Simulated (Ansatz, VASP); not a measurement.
PbS: VASP beside Ansatz

```
Pb S
1.0
     2.09491    1.20950    3.42291
    -2.09491    1.20950    3.42291
     0.00000   -2.41899    3.42291
Pb S
1 1
Direct
  0.98057 0.98057 0.98057
  0.47504 0.47504 0.47504
```

Alike in both runs: task single point; functional PBE; k mesh 6 × 6 × 6; occupations gaussian, width 0.1 eV; no spin polarisation.

|  | VASP | Ansatz |
| --- | --- | --- |
| version | VASP 6.6.1 | Ansatz 0.2.0 |
| potentials or method | VASP PAW PBE potentials, release 64 (Pb_d, S) | scalar-relativistic, plane waves, PAW |
| plane-wave cutoff (eV) | 520 | 420 |
| valence electrons in the cell | 20 | 20 |

VASP gave:

- gap on the k mesh at the Fermi level (eV): 0.37
- least direct gap on the mesh (eV): 0.37
- pressure (GPa): 2.3
- rms of the force components (eV/Å): 0.014

**Question.** Which values does Ansatz return?

**Answer.** gap on the k mesh at the Fermi level (eV): 0.37; least direct gap on the mesh (eV): 0.37; pressure (GPa): 2.4; rms of the force components (eV/Å): 0.013.

Atom by atom the forces differ by 0.000 eV/Å (rms over components). The functional is the same, so the differences come from potentials, cutoffs and numerics.

Spin-orbit coupling is off throughout.
